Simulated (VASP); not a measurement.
# Cs4Sn (Pm-3m) in VASP: a series of runs

The runs below take Cs4Sn through single point, with PBE.

Everything below comes from runs of VASP 6.6.1. Logs are shortened: lines on timing, memory, paths and dates and some standing lists are left out, and cuts for length are marked.

**1. The cell of the first run**

Symmetry: Pm-3m, No. 221, cubic system. Conventional cell: a = 7.468 Å, b = 7.468 Å, c = 7.468 Å, α = 90.00°, β = 90.00°, γ = 90.00°. Within 4.9 Å of Cs (site symmetry m-3m) lie 6 Cs at 3.73 Å. Within 4.9 Å of Cs (site symmetry 4/mmm) lie 2 Cs at 3.73 Å.

**2. Single point, PBE**

The input, INCAR:

```
PREC     = Accurate       # precision mode
ENCUT    = 520            # plane-wave cutoff, eV
EDIFF    = 1E-6           # SCF threshold, eV
ISMEAR   = 0              # smearing method
SIGMA    = 0.1            # smearing width, eV
LREAL    = False          # projectors in reciprocal space
LASPH    = True           # aspherical terms in the spheres
NELM     = 100            # most SCF steps
ALGO     = Fast           # electronic algorithm
ISIF     = 2              # what is computed and relaxed
LWAVE    = False          # write WAVECAR
LCHARG   = False          # write CHGCAR
GGA      = PE             # functional
NBANDS   = 33             # bands
```

The input, KPOINTS:

```
regular mesh
0
Gamma
  4 4 4
```

The input, POSCAR:

```
Cs4Sn
1.0
    7.4680633405      0.0000000000      0.0000000000
    0.0000000000      7.4680633405      0.0000000000
    0.0000000000      0.0000000000      7.4680633405
Cs Sn
4 1
Direct
    0.0000000000      0.0000000000      0.0000000000
    0.5000000000      0.0000000000      0.0000000000
    0.0000000000      0.5000000000      0.0000000000
    0.0000000000      0.0000000000      0.5000000000
    0.5000000000      0.5000000000      0.5000000000
```

Potentials or basis: VASP PAW PBE potentials, release 64 (Cs_sv, Sn_d).

Started as:

```
$ cat potpaw_PBE.64/Cs_sv/POTCAR potpaw_PBE.64/Sn_d/POTCAR > POTCAR
$ mpirun -np 1 vasp_std > vasp.out
```

OUTCAR:

```text
PREC = Accurate
   ENCUT = 520
   EDIFF = 1E-6
   ISMEAR = 0
   LREAL = False
   LASPH = True
   NELM = 100
   ISIF = 2
   GGA = PE

 ion  position               nearest neighbor table
   1  0.000  0.000  0.000-
   2  0.500  0.000  0.000-
   3  0.000  0.500  0.000-
   4  0.000  0.000  0.500-
   5  0.500  0.500  0.500-

  LATTYP: Found a simple cubic cell.
 ALAT       =     7.4680633405

  Lattice vectors:

 A1 = (   7.4680633405,   0.0000000000,   0.0000000000)
 A2 = (   0.0000000000,   7.4680633405,   0.0000000000)
 A3 = (   0.0000000000,   0.0000000000,   7.4680633405)

Analysis of symmetry for initial positions (statically):
=====================================================================
 Subroutine PRICEL returns:
 Original cell was already a primitive cell.

 Routine SETGRP: Setting up the symmetry group for a
 simple cubic supercell.

 Subroutine GETGRP returns: Found 48 space group operations
 (whereof 48 operations were pure point group operations)
 out of a pool of 48 trial point group operations.

The static configuration has the point symmetry O_h .

Analysis of symmetry for dynamics (positions and initial velocities):
=====================================================================
 Subroutine PRICEL returns:
 Original cell was already a primitive cell.

 Routine SETGRP: Setting up the symmetry group for a
 simple cubic supercell.

 Subroutine GETGRP returns: Found 48 space group operations
 (whereof 48 operations were pure point group operations)
 out of a pool of 48 trial point group operations.

The dynamic configuration has the point symmetry O_h .

 Subroutine INISYM returns: Found 48 space group operations
 (whereof 48 operations are pure point group operations),
 and found     1 'primitive' translations

----------------------------------------------------------------------------------------

                                     Primitive cell

  volume of cell :     416.5086

  direct lattice vectors                    reciprocal lattice vectors
     7.468063340  0.000000000  0.000000000     0.133903524  0.000000000  0.000000000
     0.000000000  7.468063340  0.000000000     0.000000000  0.133903524  0.000000000
     0.000000000  0.000000000  7.468063340     0.000000000  0.000000000  0.133903524

  length of vectors
     7.468063340  7.468063340  7.468063340     0.133903524  0.133903524  0.133903524

  position of ions in fractional coordinates (direct lattice)
     0.000000000  0.000000000  0.000000000
     0.500000000  0.000000000  0.000000000
     0.000000000  0.500000000  0.000000000
     0.000000000  0.000000000  0.500000000
     0.500000000  0.500000000  0.500000000

  ion indices of the primitive-cell ions
   primitive index   ion index
                 1           1
                 2           2
                 3           3
                 4           4
                 5           5

----------------------------------------------------------------------------------------

 KPOINTS: regular mesh

Automatic generation of k-mesh.
 Grid dimensions read from file:
 generate k-points for:    4    4    4

 Generating k-lattice:

  Cartesian coordinates                     Fractional coordinates (reciprocal lattice)
     0.033475881  0.000000000  0.000000000     0.250000000  0.000000000  0.000000000
     0.000000000  0.033475881  0.000000000     0.000000000  0.250000000  0.000000000
     0.000000000  0.000000000  0.033475881     0.000000000  0.000000000  0.250000000

  Length of vectors
     0.033475881  0.033475881  0.033475881

  Shift w.r.t. Gamma in fractional coordinates (k-lattice)
     0.000000000  0.000000000  0.000000000

 Subroutine IBZKPT returns following result:
 ===========================================

 Found     10 irreducible k-points:

 Following reciprocal coordinates:
            Coordinates               Weight
  0.000000  0.000000  0.000000      1.000000
  0.250000  0.000000  0.000000      6.000000
  0.500000  0.000000  0.000000      3.000000
  0.250000  0.250000  0.000000     12.000000
  0.500000  0.250000  0.000000     12.000000
  0.500000  0.500000  0.000000      3.000000
  0.250000  0.250000  0.250000      8.000000
  0.500000  0.250000  0.250000     12.000000
  0.500000  0.500000  0.250000      6.000000
  0.500000  0.500000  0.500000      1.000000
   k-points           NKPTS =     10   k-points in BZ     NKDIM =     10   number of bands    NBANDS=     33
   number of dos      NEDOS =    301   number of ions     NIONS =      5
   total plane-waves  NPLWV = 175616
   dimension x,y,z NGX =    56 NGY =   56 NGZ =   56
   dimension x,y,z NGXF=   112 NGYF=  112 NGZF=  112
   ions per type =               4   1
   NGX,Y,Z   is equivalent  to a cutoff of  12.47, 12.47, 12.47 a.u.
   NGXF,Y,Z  is equivalent  to a cutoff of  24.93, 24.93, 24.93 a.u.
 SYSTEM =  unknown system
   PREC   = accura    normal or accurate (medium, high low for compatibility)
   ISTART =      0    job   : 0-new  1-cont  2-samecut
   ICHARG =      2    charge: 1-file 2-atom 10-const
   ISPIN  =      1    spin polarized calculation?
   LNONCOLLINEAR =      F non collinear calculations
   LSORBIT =      F    spin-orbit coupling
   LASPH  =      T    aspherical Exc in radial PAW
   ENCUT  =  520.0 eV  38.22 Ry    6.18 a.u.  13.89 13.89 13.89*2*pi/ulx,y,z
   NELM   =    100;   NELMIN=  2; NELMDL= -5     # of ELM steps
   EDIFF  = 0.1E-05   stopping-criterion for ELM
   LREAL  =      F    real-space projection
   EDIFFG = 0.1E-04   stopping-criterion for IOM
   NSW    =      0    number of steps for IOM
   IBRION =     -1    ionic relax: 0-MD 1-quasi-New 2-CG
   NFREE  =      0    steps in history (QN), initial steepest desc. (CG)
   ISIF   =      2    stress and relaxation
   ISYM   =      2    0-nonsym 1-usesym 2-fastsym
   POTIM  = 0.5000    time-step for ionic-motion
   TEBEG  =    0.0;   TEEND  =   0.0 temperature during run
   PSTRESS=    0.0 pullay stress
   NELECT =      50.0000    total number of electrons
   NUPDOWN=      -1.0000    fix difference up-down
   EMIN   =  10.00;   EMAX   =-10.00  energy-range for DOS
   EFERMI =   0.00;   METHOD = LEGACY
   ISMEAR =     0;   SIGMA  =   0.10  broadening in eV -4-tet -1-fermi 0-gaus
   EFERMI_NEDOS =   21; number of points for ismear=-14 and -15
   IALGO  =     68    algorithm
   IMIX   =      4    mixing-type and parameters
     AMIX     =   0.40;   BMIX     =  1.00
     AMIX_MAG =   1.60;   BMIX_MAG =  1.00
  volume/ion in A,a.u.               =      83.30       562.15
  Fermi-wavevector in a.u.,A,eV,Ry     =   0.807589  1.526121  8.873711  0.652199
  Thomas-Fermi vector in A             =   1.916236
   LORBIT       =      0    0 simple, 1 ext, 2 COOP (PROOUT), +10 PAW based schemes
   GGA     = PE    functional components
   LHFCALC =     F    Hartree Fock is set to
   AEXX    =    0.0000 exact exchange contribution
   IVDW    =     0    specifies the selected vdW correction
   LEPSILON=     F    determine dielectric tensor
   LRPA    =     F    only Hartree local field effects (RPA)
 non-spin polarized calculation
 RMM-DIIS sequential band-by-band and
 Gauss-broadening in eV      SIGMA  =   0.10
  energy-cutoff  :      520.00
  volume of cell :      416.51
 maximum number of plane-waves:     11296
 NGX is ok and might be reduce to    56
   NGX = 27   NGY = 27   NGZ = 27

 number of electron      50.0000021 magnetization

 Free energy of the ion-electron system (eV)
  ---------------------------------------------------
  ext. energy  EPLUGINS =         0.00000000
  ---------------------------------------------------
  free energy    TOTEN  =        -4.07869301 eV

  energy without entropy =       -4.03652719  energy(sigma->0) =       -4.05761010

 E-fermi :   0.9938     XC(G=0):  -6.1494

 val. band max:        0.9860354094   @ k =   0.0000   0.0000   0.0000
 cond. band min:       1.0147046683   @ k =   0.5000   0.5000   0.0000
 fundamental gap:      0.0286692589
 Fermi energy:         0.9937815705

 k-point     1 :       0.0000    0.0000    0.0000
  band No.  band energies     occupation
      1     -23.9264      2.00000
      2     -22.9781      2.00000
      3     -22.9781      2.00000
      4     -22.9568      2.00000
      5     -20.1841      2.00000
      6     -20.1841      2.00000
[... 25 lines left out ...]
     32       2.2863      0.00000
     33       2.4231      0.00000

 k-point     2 :       0.2500    0.0000    0.0000
  band No.  band energies     occupation
      1     -23.9226      2.00000
      2     -22.9800      2.00000
      3     -22.9781      2.00000
      4     -22.9607      2.00000
      5     -20.1841      2.00000
      6     -20.1841      2.00000
[... 25 lines left out ...]
     32       2.4906      0.00000
     33       2.5388      0.00000

 k-point     3 :       0.5000    0.0000    0.0000
  band No.  band energies     occupation
      1     -23.9187      2.00000
      2     -22.9828      2.00000
      3     -22.9781      2.00000
      4     -22.9638      2.00000
      5     -20.1841      2.00000
      6     -20.1841      2.00000
[... 25 lines left out ...]
     32       2.7172      0.00000
     33       2.7529      0.00000

 k-point     4 :       0.2500    0.2500    0.0000
  band No.  band energies     occupation
      1     -23.9187      2.00000
      2     -22.9805      2.00000
      3     -22.9794      2.00000
      4     -22.9648      2.00000
      5     -20.1841      2.00000
      6     -20.1841      2.00000
[... 169 lines left out ...]
     32       2.6447      0.00000
     33       2.7738      0.00000

 k-point     9 :       0.5000    0.5000    0.2500
  band No.  band energies     occupation
      1     -23.9069      2.00000
      2     -22.9828      2.00000
      3     -22.9828      2.00000
      4     -22.9768      2.00000
      5     -20.1841      2.00000
      6     -20.1841      2.00000
[... 25 lines left out ...]
     32       2.4648      0.00000
     33       3.4133      0.00000

 k-point    10 :       0.5000    0.5000    0.5000
  band No.  band energies     occupation
      1     -23.9029      2.00000
      2     -22.9828      2.00000
      3     -22.9828      2.00000
      4     -22.9828      2.00000
      5     -20.1841      2.00000
      6     -20.1841      2.00000
[... 25 lines left out ...]
     32       2.6495      0.00000
     33       2.6650      0.00000

------------------------ aborting loop because EDIFF is reached ----------------------------------------

  FORCE on cell =-STRESS in cart. coord.  units (eV):
  Direction    XX          YY          ZZ          XY          YZ          ZX
  --------------------------------------------------------------------------------------
  -------------------------------------------------------------------------------------
  Total        0.2378102      0.2378102      0.2378102     -0.0000000     -0.0000000      0.0000000
  in kB        0.9147807      0.9147807      0.9147807     -0.0000000     -0.0000000      0.0000000
  external PRESSURE =       0.9147807 kB  Pullay stress =       0.0000000 kB

 VOLUME and BASIS-vectors are now :
 -----------------------------------------------------------------------------
  energy-cutoff  :      520.00
  volume of cell :      416.51
      direct lattice vectors                 reciprocal lattice vectors
     7.468063340  0.000000000  0.000000000     0.133903524  0.000000000  0.000000000
     0.000000000  7.468063340  0.000000000     0.000000000  0.133903524  0.000000000
     0.000000000  0.000000000  7.468063340     0.000000000  0.000000000  0.133903524

 POSITION                                       TOTAL-FORCE (eV/Angst)
 -----------------------------------------------------------------------------------
      0.00000      0.00000      0.00000         0.000000      0.000000      0.000000
      3.73403      0.00000      0.00000         0.000000      0.000000      0.000000
      0.00000      3.73403      0.00000         0.000000      0.000000      0.000000
      0.00000      0.00000      3.73403         0.000000      0.000000      0.000000
      3.73403      3.73403      3.73403         0.000000      0.000000      0.000000
 -----------------------------------------------------------------------------------
    total drift:                                0.000000      0.000000      0.000000

  FREE ENERGIE OF THE ION-ELECTRON SYSTEM (eV)
  ---------------------------------------------------
  free  energy   TOTEN  =        -4.0786930076 eV

  energy  without entropy=       -4.0365271913  energy(sigma->0) =       -4.05761010
```

It took 9.2 min on 1 thread of Intel Xeon Platinum 8488C (Sapphire Rapids), shared host; peak memory 0.52 GiB.

Results:

| Item | Value |
| --- | --- |
| Free energy | -4.0787 eV |
| Pressure | 0.1 GPa |
| Band gap on the k mesh | zero (filled and empty bands touch) |

Caveat: spin-orbit coupling is left out, which moves the levels of the heavy elements.

[end of part 1 of 2]
